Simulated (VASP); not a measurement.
## Cu: single point with PBE

Crystal: Cu.

```
Cu
1.0
     0.00000    1.80750    1.80750
     1.80750    0.00000    1.80750
     1.80750    1.80750    0.00000
Cu
1
Cartesian
  0.0000 0.0000 0.0000
```

- Program: VASP 6.6.1
- Task: single point
- Functional: PBE
- Potentials or basis: VASP PAW PBE potentials, release 64 (Cu)
- Cutoff: 600 eV
- k mesh: 13 × 13 × 13
- Occupations: gaussian, width 0.024 eV
- Spin: no spin polarisation

The pressure is 2.3 GPa.

Levels at points of the mesh, in eV from the Fermi level:
```csv
k point,band 2,band 3,band 4,band 5,band 6,band 7,band 8,band 9,band 10,band 11
"(0.00, 0.00, 0.00)",-3.24,-3.24,-3.24,-2.42,-2.42,22.39,25.03,25.03,25.03,27.52
```

It took 5.4 s on 1 thread of Intel(R) Xeon(R) 6975P-C (Granite Rapids), on a shared host, peak memory 0.13 GiB.
